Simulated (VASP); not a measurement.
Here is a VASP 6.6.1 calculation.

Contents of INCAR:

```
SYSTEM = TePt2
ALGO = Fast
EDIFF = 1E-6
ENCUT = 520
GGA = PE
ISIF = 2
ISMEAR = 0
LASPH = .True.
LCHARG = .False.
LREAL = .False.
LWAVE = .False.
NBANDS = 35
NELM = 60
PREC = Accurate
SIGMA = 0.1
```

Contents of KPOINTS:

```
k-points
0
Gamma
  8 8 4
  0 0 0
```

The input POSCAR:

```
TePt2
1.0
    3.9838382431      0.0000000000      0.0000000000
    0.0000000000      4.0202025162      0.0000000000
    0.0000000000      0.0000000000      9.2405459096
Te Pt
2 4
Direct
    0.2500000000      0.0000000000      0.6992053591
    0.7500000000      0.0000000000      0.3007946409
    0.7500000000      0.0000000000      0.8923171339
    0.2500000000      0.5000000000      0.8784445138
    0.2500000000      0.0000000000      0.1076828661
    0.7500000000      0.5000000000      0.1215554862
```

Potentials or basis: VASP PAW PBE potentials, release 64 (Te, Pt).

The run is started by

```console
$ cat potpaw_PBE.64/Te/POTCAR potpaw_PBE.64/Pt/POTCAR > POTCAR
$ mpirun -np 1 vasp_std > vasp.out
```

(1) Estimate the band gap on the k mesh.

(2) Predict the largest force.

(3) Predict the pressure.

## Answers

(1) zero (bands 26 and 27 overlap by 0.49 eV).

(2) 0.040 eV/Å.

(3) -0.2 GPa.

Caveat: spin-orbit coupling is left out, which moves the levels of the heavy elements; this functional lacks dispersion, which binds the layers, so the pressure and a relaxed spacing across them are unreliable.
